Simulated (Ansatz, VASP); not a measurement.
**One calculation of MgO, two programs**

```
Mg O
1.0
     3.47690    0.00000    0.00000
    -1.73845    3.01108    0.00000
     0.00000    0.00000    4.81860
Mg O
2 2
Direct
  0.33333 0.66667 0.00366
  0.66667 0.33333 0.50366
  0.33333 0.66667 0.40094
  0.66667 0.33333 0.90094
```

Alike in both runs: task single point; functional PBEsol; k mesh 9 × 9 × 6; occupations gaussian, width 0.05 eV; no spin polarisation.

|  | VASP | Ansatz |
| --- | --- | --- |
| version | VASP 6.6.1 | Ansatz 0.2.0 |
| potentials or method | VASP PAW PBE potentials, release 64 (Mg, O), cutoff 520 eV | scalar-relativistic, plane waves, PAW |
| valence electrons in the cell | 16 | 32 |

Ansatz gave:

```
gap on the k mesh at the Fermi level (eV)                     : 2.93
least direct gap on the mesh (eV)                             : 2.93
pressure (GPa)                                                : -6.1
traceless stress, the component that is largest in VASP (GPa) : 10.61
rms of the force components (eV/Å)                            : 0.523
```

**Question.** What did VASP give for the same quantities?

**Answer.** gap on the k mesh at the Fermi level (eV): 2.92; least direct gap on the mesh (eV): 2.92; pressure (GPa): -6.4; traceless stress, the component that is largest in VASP (GPa): 10.80; rms of the force components (eV/Å): 0.529.

VASP's potentials were made for PBE, not for PBEsol, and Ansatz warns of the same on its side. Atom by atom the forces differ by 0.007 eV/Å (rms over components). The functional is the same, so the differences come from potentials, cutoffs and numerics. VASP's potentials hold 16 valence electrons a cell and Ansatz's 32, so a difference there can come from the potentials and not from the codes.
